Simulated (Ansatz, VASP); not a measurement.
**VSi in VASP and in Ansatz**

Contents of INCAR:

```
PREC = Accurate ; ENCUT = 520
EDIFF = 1E-8 ; ISMEAR = -1
SIGMA = 0.03 ; LREAL = False
LASPH = True ; NELM = 150
ALGO = Normal ; ISIF = 2
LWAVE = False ; LCHARG = False
ISPIN = 2 ; MAGMOM = 1.5 0
LORBIT = 11 ; LMAXMIX = 4
GGA = PE ; LEFG = True
NBANDS = 20
```

KPOINTS

```
Automatic mesh
0
Gamma
  13 13 13
```

Contents of POSCAR:

```
VSi
1.0
    0.0000000000      2.4106330294      2.4106330294
    2.4106330294      0.0000000000      2.4106330294
    2.4106330294      2.4106330294      0.0000000000
V Si
1 1
Direct
    0.0000000000      0.0000000000      0.0000000000
    0.5000000000      0.5000000000      0.5000000000
```

Input for Ansatz:

```yaml
crystal:
  lattice:
    - [0.0, 2.4106330294, 2.4106330294]
    - [2.4106330294, 0.0, 2.4106330294]
    - [2.4106330294, 2.4106330294, 0.0]
  atoms:
    - { symbol: V, position: [0.0, 0.0, 0.0], spin: 1.5 }
    - { symbol: Si, position: [0.5, 0.5, 0.5] }
magnetization:
  spin_polarized: true
kpoints:
  mp_grid: { grid: [13, 13, 13] }
scf:
  occupations: { method: fermi_dirac, width: 0.03 }
hamiltonian:
  xc: pbe
  pseudopotentials: { kind: all_electron, datasets: crystal }
output:
  forces: true
  stress: true
  eigenvalues: true
  efg: { contact_densities: true }
```

Change from the starting cell: volume scaled by 0.96, crystal datasets.

Alike in both runs: task electric field gradients; functional PBE; k mesh 13 × 13 × 13; occupations fermi-dirac, width 0.03 eV; collinear spin.

```csv
,VASP,Ansatz
version,VASP 6.6.1,Ansatz 0.2.0
potentials or method,"VASP PAW PBE potentials, release 64 (V_sv, Si), cutoff 520 eV","all-electron PAW with datasets made for the crystal, scalar-relativistic"
```

```tsv
	VASP	Ansatz	Ansatz less VASP
pressure (GPa)	6.3	6.1	-0.12
net moment per atom (μB)	0.00	0.00	0.000
```

Ansatz ran all-electron here, and VASP with PAW potentials. Ansatz's warnings: seeded moment not kept.
